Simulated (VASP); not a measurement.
A run of VASP 6.6.1:

INCAR

```
ALGO = Normal
EDIFF = 1E-6
ENCUT = 520
ISIF = 2
ISMEAR = 0
LASPH = True
LCHARG = False
LREAL = False
LWAVE = False
NBANDS = 26
NELM = 100
PREC = Accurate
SIGMA = 0.01
```

KPOINTS

```
k-points
0
Gamma
  12 12 4
```

Contents of POSCAR:

```
SiC
1.0
    3.0675944145      0.0000000000      0.0000000000
   -1.5337972072      2.6566146915      0.0000000000
    0.0000000000      0.0000000000     10.0421842679
Si C
4 4
Direct
    0.6666666667      0.3333333333      0.9378489516
    0.3333333333      0.6666666667      0.4378489516
    0.0000000000      0.0000000000      0.6878966732
    0.0000000000      0.0000000000      0.1878966732
    0.6666666667      0.3333333333      0.7498039899
    0.3333333333      0.6666666667      0.2498039899
    0.0000000000      0.0000000000      0.5004493853
    0.0000000000      0.0000000000      0.0004493853
```

Potentials or basis: VASP PAW LDA potentials, release 64 (Si, C).

Launch:

```bash
$ cat potpaw_LDA.64/Si/POTCAR potpaw_LDA.64/C/POTCAR > POTCAR
$ mpirun -np 1 vasp_std > vasp.out
```

Hardware: 1 thread of AMD EPYC 7R43 64-Core Processor (Zen 3), with other jobs on the host.

Q: Estimate the wall time of this run.

A: Run time: 2.2 min on 1 thread of AMD EPYC 7R43 64-Core Processor (Zen 3), with other jobs on the host, peak memory 0.18 GiB. Counts: scf iterations 13, k points 57.
